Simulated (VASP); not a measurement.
C, 2 atoms in the cell. It takes space group Fd-3m (No. 227, cubic). The conventional cell has a = 3.567 Å, b = 3.567 Å, c = 3.567 Å, α = 90.00°, β = 90.00°, γ = 90.00°. C (site symmetry -43m) has 4 C at 1.54 Å within 2.1 Å. 

```yaml
Program: VASP 6.6.1
Task: single point
Functional: r2SCAN
Potentials_or_basis: VASP PAW PBE potentials, release 64 (C)
Cutoff: 660 eV
k_mesh: 12 × 12 × 12
Occupations: fermi-dirac, width 0.05 eV
Spin: no spin polarisation
Dipole_correction: no
Further_INCAR_settings: ALGO = Normal; EDIFF = 1e-06; NBANDS = 11
```

Potentials or basis: VASP PAW PBE potentials, release 64 (C).

The run is started by

```bash
$ cat potpaw_PBE.64/C/POTCAR > POTCAR
$ cp INCAR.step1 INCAR
$ mpirun -np 1 vasp_std > vasp.out
$ cp INCAR.step2 INCAR
$ mpirun -np 1 vasp_std > vasp.out
```

Hardware: 1 thread of Intel(R) Xeon(R) 6975P-C (Granite Rapids), with other jobs on the host.

Problem. Estimate the wall time of this run.

Solution. Run time: 18 s on 1 thread of Intel(R) Xeon(R) 6975P-C (Granite Rapids) (shared host), peak memory 0.13 GiB. Counts: k points 72.
